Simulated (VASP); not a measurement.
# CuI (Cmcm) in VASP: a series of runs

The runs below take CuI through single point, with PBEsol+D3(BJ), BLYP+D3(BJ), PBEsol.

Program: VASP 6.6.1. These are calculated values, not measurements. Logs are shortened: lines on timing, memory, paths and dates and some standing lists are left out, and cuts for length are marked.

## 1. The cell of the first run

Symmetry: Cmcm, No. 63, orthorhombic system. The conventional cell has a = 6.110 Å, b = 6.715 Å, c = 4.375 Å, α = 90.00°, β = 90.00°, γ = 90.00°. Within 3.3 Å of Cu (site symmetry m2m) lie 2 Cu at 2.49 Å and 5 I at 2.57 to 3.15 Å. I (site symmetry m2m) has 5 Cu at 2.57 to 3.15 Å and 2 I at 3.53 Å within 3.6 Å.

## 2. Single point, PBEsol+D3(BJ)

Contents of INCAR:

```
SYSTEM = CuI
  PREC = Accurate
  ENCUT = 600
  EDIFF = 1E-6
  ISMEAR = 0
  SIGMA = 0.01
  LREAL = .FALSE.
  LASPH = .TRUE.
  NELM = 120
  ALGO = Normal
  ISIF = 2
  LWAVE = .FALSE.
  LCHARG = .TRUE.
  GGA = PS
  IVDW = 12
  LELF = .TRUE.
  LVHAR = .TRUE.
  NBANDS = 26
  GGA_COMPAT = .FALSE.
```

Contents of KPOINTS:

```
Automatic mesh
0
G
  4 4 4
  0 0 0
```

Contents of POSCAR:

```
CuI
1.0
    3.0548238601     -3.3577131220      0.0000000000
    3.0548238601      3.3577131220      0.0000000000
    0.0000000000      0.0000000000      4.3745668948
Cu I
2 2
Direct
    0.4108682900      0.5891317100      0.7500000000
    0.5891317100      0.4108682900      0.2500000000
    0.7934218663      0.2065781337      0.7500000000
    0.2065781337      0.7934218663      0.2500000000
```

Potentials or basis: VASP PAW PBE potentials, release 64 (Cu, I).

Run with:

```sh
cat potpaw_PBE.64/Cu/POTCAR potpaw_PBE.64/I/POTCAR > POTCAR
mpirun -np 1 vasp_std > vasp.out
```

OUTCAR:

```text
SYSTEM = CuI
   PREC = Accurate
   ENCUT = 600
   EDIFF = 1E-6
   ISMEAR = 0
   LREAL = .FALSE.
   LASPH = .TRUE.
   NELM = 120
   ISIF = 2
   GGA = PS
   IVDW = 12
 IVDW          = 12

 ion  position               nearest neighbor table
   1  0.411  0.589  0.750-   2 2.49   2 2.49   3 2.57   4 2.58   4 2.58   3 3.15   3 3.15
   2  0.589  0.411  0.250-   1 2.49   1 2.49   4 2.57   3 2.58   3 2.58   4 3.15   4 3.15
   3  0.793  0.207  0.750-   1 2.57   2 2.58   2 2.58   1 3.15   1 3.15   4 3.53   4 3.53
   4  0.207  0.793  0.250-   2 2.57   1 2.58   1 2.58   2 3.15   2 3.15   3 3.53   3 3.53

  LATTYP: Found a base centered orthorhombic cell.
 ALAT       =     6.1096477202
 B/A-ratio  =     1.0991511379
 C/A-ratio  =     0.7160096777

  Lattice vectors:

 A1 = (   3.0548238601,  -3.3577131220,   0.0000000000)
 A2 = (   3.0548238601,   3.3577131220,   0.0000000000)
 A3 = (   0.0000000000,   0.0000000000,   4.3745668948)

Analysis of symmetry for initial positions (statically):
=====================================================================
 Subroutine PRICEL returns:
 Original cell was already a primitive cell.

 Routine SETGRP: Setting up the symmetry group for a
 base centered orthorhombic supercell.

 Subroutine GETGRP returns: Found  8 space group operations
 (whereof  4 operations were pure point group operations)
 out of a pool of  8 trial point group operations.

The static configuration has the point symmetry C_2h.
 The point group associated with its full space group is D_2h.

Analysis of symmetry for dynamics (positions and initial velocities):
=====================================================================
 Subroutine PRICEL returns:
 Original cell was already a primitive cell.

 Routine SETGRP: Setting up the symmetry group for a
 base centered orthorhombic supercell.

 Subroutine GETGRP returns: Found  8 space group operations
 (whereof  4 operations were pure point group operations)
 out of a pool of  8 trial point group operations.

The dynamic configuration has the point symmetry C_2h.
 The point group associated with its full space group is D_2h.

 Subroutine INISYM returns: Found  8 space group operations
 (whereof  4 operations are pure point group operations),
 and found     1 'primitive' translations

----------------------------------------------------------------------------------------

                                     Primitive cell

  volume of cell :      89.7418

  direct lattice vectors                    reciprocal lattice vectors
     3.054823860 -3.357713122  0.000000000     0.163675558 -0.148910875  0.000000000
     3.054823860  3.357713122  0.000000000     0.163675558  0.148910875  0.000000000
     0.000000000  0.000000000  4.374566895     0.000000000  0.000000000  0.228594058

  length of vectors
     4.539403730  4.539403730  4.374566895     0.221278415  0.221278415  0.228594058

  position of ions in fractional coordinates (direct lattice)
     0.410868290  0.589131710  0.750000000
     0.589131710  0.410868290  0.250000000
     0.793421866  0.206578134  0.750000000
     0.206578134  0.793421866  0.250000000

  ion indices of the primitive-cell ions
   primitive index   ion index
                 1           1
                 2           2
                 3           3
                 4           4

----------------------------------------------------------------------------------------

 KPOINTS: Automatic mesh

Automatic generation of k-mesh.
 Grid dimensions read from file:
 generate k-points for:    4    4    4

 Generating k-lattice:

  Cartesian coordinates                     Fractional coordinates (reciprocal lattice)
     0.040918890 -0.037227719  0.000000000     0.250000000  0.000000000  0.000000000
     0.040918890  0.037227719  0.000000000     0.000000000  0.250000000  0.000000000
     0.000000000  0.000000000  0.057148515     0.000000000  0.000000000  0.250000000

  Length of vectors
     0.055319604  0.055319604  0.057148515

  Shift w.r.t. Gamma in fractional coordinates (k-lattice)
     0.000000000  0.000000000  0.000000000

 Subroutine IBZKPT returns following result:
 ===========================================

 Found     21 irreducible k-points:

 Following reciprocal coordinates:
            Coordinates               Weight
  0.000000  0.000000  0.000000      1.000000
  0.250000  0.000000  0.000000      4.000000
  0.500000  0.000000  0.000000      2.000000
  0.250000  0.250000  0.000000      2.000000
  0.500000  0.250000  0.000000      4.000000
 -0.250000  0.250000  0.000000      2.000000
[... 13 lines left out ...]
 -0.250000  0.250000  0.500000      2.000000
  0.500000  0.500000  0.500000      1.000000
   k-points           NKPTS =     21   k-points in BZ     NKDIM =     21   number of bands    NBANDS=     26
   number of dos      NEDOS =    301   number of ions     NIONS =      4
   total plane-waves  NPLWV =  46656
   dimension x,y,z NGX =    36 NGY =   36 NGZ =   36
   dimension x,y,z NGXF=    72 NGYF=   72 NGZF=   72
   ions per type =               2   2
   NGX,Y,Z   is equivalent  to a cutoff of  13.18, 13.18, 13.68 a.u.
   NGXF,Y,Z  is equivalent  to a cutoff of  26.37, 26.37, 27.36 a.u.
 SYSTEM =  CuI
   PREC   = accura    normal or accurate (medium, high low for compatibility)
   ISTART =      0    job   : 0-new  1-cont  2-samecut
   ICHARG =      2    charge: 1-file 2-atom 10-const
   ISPIN  =      1    spin polarized calculation?
   LNONCOLLINEAR =      F non collinear calculations
   LSORBIT =      F    spin-orbit coupling
   LASPH  =      T    aspherical Exc in radial PAW
   ENCUT  =  600.0 eV  44.10 Ry    6.64 a.u.   9.07  9.07  8.74*2*pi/ulx,y,z
   NELM   =    120;   NELMIN=  2; NELMDL= -5     # of ELM steps
   EDIFF  = 0.1E-05   stopping-criterion for ELM
   LREAL  =      F    real-space projection
   EDIFFG = 0.1E-04   stopping-criterion for IOM
   NSW    =      0    number of steps for IOM
   IBRION =     -1    ionic relax: 0-MD 1-quasi-New 2-CG
   NFREE  =      0    steps in history (QN), initial steepest desc. (CG)
   ISIF   =      2    stress and relaxation
   ISYM   =      2    0-nonsym 1-usesym 2-fastsym
   POTIM  = 0.5000    time-step for ionic-motion
   TEBEG  =    0.0;   TEEND  =   0.0 temperature during run
   PSTRESS=    0.0 pullay stress
   NELECT =      36.0000    total number of electrons
   NUPDOWN=      -1.0000    fix difference up-down
   EMIN   =  10.00;   EMAX   =-10.00  energy-range for DOS
   EFERMI =   0.00;   METHOD = LEGACY
   ISMEAR =     0;   SIGMA  =   0.01  broadening in eV -4-tet -1-fermi 0-gaus
   EFERMI_NEDOS =   21; number of points for ismear=-14 and -15
   IALGO  =     38    algorithm
   IMIX   =      4    mixing-type and parameters
     AMIX     =   0.40;   BMIX     =  1.00
     AMIX_MAG =   1.60;   BMIX_MAG =  1.00
  volume/ion in A,a.u.               =      22.44       151.40
  Fermi-wavevector in a.u.,A,eV,Ry     =   1.207380  2.281618 19.834124  1.457767
  Thomas-Fermi vector in A             =   2.343020
   LORBIT       =      0    0 simple, 1 ext, 2 COOP (PROOUT), +10 PAW based schemes
   GGA     = PS    functional components
   LHFCALC =     F    Hartree Fock is set to
   AEXX    =    0.0000 exact exchange contribution
   IVDW    =    12    specifies the selected vdW correction
   LEPSILON=     F    determine dielectric tensor
   LRPA    =     F    only Hartree local field effects (RPA)
 non-spin polarized calculation
 Gauss-broadening in eV      SIGMA  =   0.01
  energy-cutoff  :      600.00
  volume of cell :       89.74
 maximum number of plane-waves:      3040
   NGX = 19   NGY = 19   NGZ = 17

 number of electron      36.0000006 magnetization

 Free energy of the ion-electron system (eV)
  ---------------------------------------------------
  ext. energy  EPLUGINS =         0.00000000
  ---------------------------------------------------
  free energy    TOTEN  =       -12.23206364 eV

  energy without entropy =      -12.23206364  energy(sigma->0) =      -12.23206364

 E-fermi :   6.8922     XC(G=0): -10.3306

 val. band max:        6.8016991614   @ k =   0.0000   0.0000   0.0000
 cond. band min:       7.4844927666   @ k =   0.5000   0.5000   0.0000
 fundamental gap:      0.6827936052
 Fermi energy:         6.8921576433

 k-point     1 :       0.0000    0.0000    0.0000
  band No.  band energies     occupation
      1      -8.1252      2.00000
      2      -6.3507      2.00000
      3       0.9894      2.00000
      4       1.7740      2.00000
      5       1.7794      2.00000
      6       2.4357      2.00000
[... 18 lines left out ...]
     25      14.8843      0.00000
     26      14.9940      0.00000

 k-point     2 :       0.2500    0.0000    0.0000
  band No.  band energies     occupation
      1      -7.8797      2.00000
      2      -6.5928      2.00000
      3       0.9141      2.00000
      4       1.8247      2.00000
      5       1.8775      2.00000
      6       2.0979      2.00000
[... 18 lines left out ...]
     25      14.1440      0.00000
     26      15.0653      0.00000

 k-point     3 :       0.5000    0.0000    0.0000
  band No.  band energies     occupation
      1      -7.3851      2.00000
      2      -7.0911      2.00000
      3       1.1278      2.00000
      4       1.2378      2.00000
      5       1.8690      2.00000
      6       2.4366      2.00000
[... 18 lines left out ...]
     25      14.1086      0.00000
     26      14.2036      0.00000

 k-point     4 :       0.2500    0.2500    0.0000
  band No.  band energies     occupation
      1      -7.6402      2.00000
      2      -6.7608      2.00000
      3       0.1598      2.00000
      4       2.2514      2.00000
      5       2.2665      2.00000
      6       2.3184      2.00000
[... 18 lines left out ...]
     25      13.8828      0.00000
     26      14.7308      0.00000

 k-point     5 :       0.5000    0.2500    0.0000
  band No.  band energies     occupation
      1      -7.2766      2.00000
      2      -7.0499      2.00000
      3       0.0905      2.00000
      4       1.3128      2.00000
      5       1.9282      2.00000
      6       2.2722      2.00000
[... 18 lines left out ...]
     25      13.8566      0.00000
     26      14.9341      0.00000

 k-point     6 :      -0.2500    0.2500    0.0000
  band No.  band energies     occupation
      1      -7.7008      2.00000
      2      -6.6928      2.00000
      3       0.9363      2.00000
      4       1.2345      2.00000
      5       1.7242      2.00000
      6       1.7341      2.00000
[... 340 lines left out ...]
 k-point    18 :       0.2500    0.2500    0.5000
  band No.  band energies     occupation
      1      -7.0065      2.00000
      2      -7.0065      2.00000
      3       0.4474      2.00000
      4       0.4474      2.00000
      5       1.8285      2.00000
      6       1.8285      2.00000
[... 18 lines left out ...]
     25      14.1153      0.00000
     26      14.1153      0.00000

 k-point    19 :       0.5000    0.2500    0.5000
  band No.  band energies     occupation
      1      -6.9380      2.00000
      2      -6.9380      2.00000
      3       0.2712      2.00000
      4       0.2712      2.00000
      5       2.0351      2.00000
      6       2.0351      2.00000
[... 18 lines left out ...]
     25      15.8981      0.00000
     26      15.8982      0.00000

 k-point    20 :      -0.2500    0.2500    0.5000
  band No.  band energies     occupation
      1      -7.0167      2.00000
      2      -7.0167      2.00000
      3       0.3851      2.00000
      4       0.3851      2.00000
      5       2.4286      2.00000
      6       2.4286      2.00000
[... 18 lines left out ...]
     25      14.8896      0.00000
     26      14.8896      0.00000

 k-point    21 :       0.5000    0.5000    0.5000
  band No.  band energies     occupation
      1      -6.8800      2.00000
      2      -6.8800      2.00000
      3       1.0281      2.00000
      4       1.0281      2.00000
      5       1.3377      2.00000
      6       1.3377      2.00000
[... 18 lines left out ...]
     25      15.7421      0.00000
     26      15.7421      0.00000

------------------------ aborting loop because EDIFF is reached ----------------------------------------

 Edisp (eV)   -1.57089

 E8    (eV) :    -1.0371

  FORCE on cell =-STRESS in cart. coord.  units (eV):
  Direction    XX          YY          ZZ          XY          YZ          ZX
  --------------------------------------------------------------------------------------
  -------------------------------------------------------------------------------------
  Total      -0.02630     0.05943     0.10971     0.00000    -0.00000     0.00000
  in kB      -0.46948     1.06107     1.95874     0.00000    -0.00000     0.00000
  external pressure =        0.85 kB  Pullay stress =        0.00 kB

 VOLUME and BASIS-vectors are now :
 -----------------------------------------------------------------------------
  energy-cutoff  :      600.00
  volume of cell :       89.74
      direct lattice vectors                 reciprocal lattice vectors
     3.054823860 -3.357713122  0.000000000     0.163675558 -0.148910875  0.000000000
     3.054823860  3.357713122  0.000000000     0.163675558  0.148910875  0.000000000
     0.000000000  0.000000000  4.374566895     0.000000000  0.000000000  0.228594058

 POSITION                                       TOTAL-FORCE (eV/Angst)
 -----------------------------------------------------------------------------------
      3.05482      0.59856      3.28093         0.000000      0.014194     -0.000000
      3.05482     -0.59856      1.09364         0.000000     -0.014194      0.000000
      3.05482     -1.97045      3.28093         0.000000     -0.017438     -0.000000
      3.05482      1.97045      1.09364         0.000000      0.017438     -0.000000
 -----------------------------------------------------------------------------------
    total drift:                                0.000000      0.000000      0.000000

  FREE ENERGIE OF THE ION-ELECTRON SYSTEM (eV)
  ---------------------------------------------------
  free  energy   TOTEN  =       -13.8029579022 eV

  energy  without entropy=      -13.8029579022  energy(sigma->0) =      -13.80295790
```

Wall time 28 s (1 thread of Intel Xeon 6975P-C (Granite Rapids), shared host); peak memory 0.23 GiB.

Results:

- Free energy: -13.8030 eV
- Pressure: 0.1 GPa
- Largest force: 0.017 eV/Å
- Band gap on the k mesh: 0.68 eV (least direct gap 0.86 eV)
- Dispersion energy per atom: -0.393 eV

Forces in eV/Å, atoms in the order of the input:
```
Cu   0.000  0.014  0.000
Cu   0.000 -0.014  0.000
I    0.000 -0.017  0.000
I    0.000  0.017  0.000
```

Stress tensor (GPa, compression positive):
```
-0.05  0.00  0.00
 0.00  0.11  0.00
 0.00  0.00  0.20
```

Caveat: semilocal functionals underestimate gaps, and a narrow one can read as zero; the PAW data sets were made with another functional, which shifts forces and pressure a little; spin-orbit coupling is left out, which moves the levels of the heavy elements.

(Part 1 of 3 ends here.)
